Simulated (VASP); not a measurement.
Nb:

```
CELL_PARAMETERS angstrom
-1.67497 1.67497 1.67497
1.67497 -1.67497 1.67497
1.67497 1.67497 -1.67497
ATOMIC_POSITIONS crystal
Nb 0.00000 0.00000 0.00000
```

This cell differs from its parent crystal: volume scaled by 1.02.

Base run:

| Property | Result |
| --- | --- |
| Program | VASP 6.6.1 |
| Functional | LDA |
| Potentials or basis | VASP PAW LDA potentials, release 64 (Nb_sv) |
| Cutoff | 500 eV |
| k mesh | 11 × 11 × 11 |
| Occupations | fermi-dirac, width 0.05 eV |
| Spin | no spin polarisation |

Its results: pressure -14.5 GPa.

Q: The run is repeated on the same cell with these changes: occupations from fermi-dirac, width 0.05 eV to methfessel-paxton, width 0.01 eV; hubbard terms from none to Nb d U = 4.0 eV. What comes out?

A: Pressure -4.5 GPa.

Caveats: U without spin polarisation on a metal has little footing (some runs); the U is typed as a test and isn't derived for this compound (some runs).
